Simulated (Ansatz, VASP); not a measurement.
**Two plane-wave programs on Zr3MoRh**

```
Zr Mo Rh
1.0
     4.93270    0.00000    0.00000
     0.00000    4.93270    0.00000
     0.00000    0.00000    4.93270
Zr Mo Rh
3 1 1
Direct
  0.00000 0.50000 0.50000
  0.50000 0.00000 0.50000
  0.50000 0.50000 0.00000
  0.00000 0.00000 0.00000
  0.50000 0.50000 0.50000
```

Alike in both runs: task relaxation of cell and atoms; functional PBE; k mesh 8 × 8 × 8; occupations gaussian, width 0.1 eV; no spin polarisation.

|  | VASP | Ansatz |
| --- | --- | --- |
| version | VASP 6.6.1 | Ansatz 0.2.0 |
| potentials or method | VASP PAW PBE potentials, release 64 (Zr_sv, Mo_sv, Rh_pv), cutoff 600 eV | scalar-relativistic, plane waves, PAW |
| valence electrons in the cell | 65 | 67 |

Ansatz gave:

| Quantity | Value |
| --- | --- |
| gap on the k mesh at the Fermi level, each at its own relaxed structure (eV) | none |
| relaxed volume (Å³/atom) | 23.86 |
| relaxed length of the cell vector where the two differ most in proportion (Å) | 4.923 |

Task: Which values does VASP return?

Result: gap on the k mesh at the Fermi level, each at its own relaxed structure (eV): none; relaxed volume (Å³/atom): 23.88; relaxed length of the cell vector where the two differ most in proportion (Å): 4.924.

A gap of «none» marks a metal or a gap that the smearing closes. VASP's potentials hold 65 valence electrons a cell and Ansatz's 67, so a difference there can come from the potentials and not from the codes.
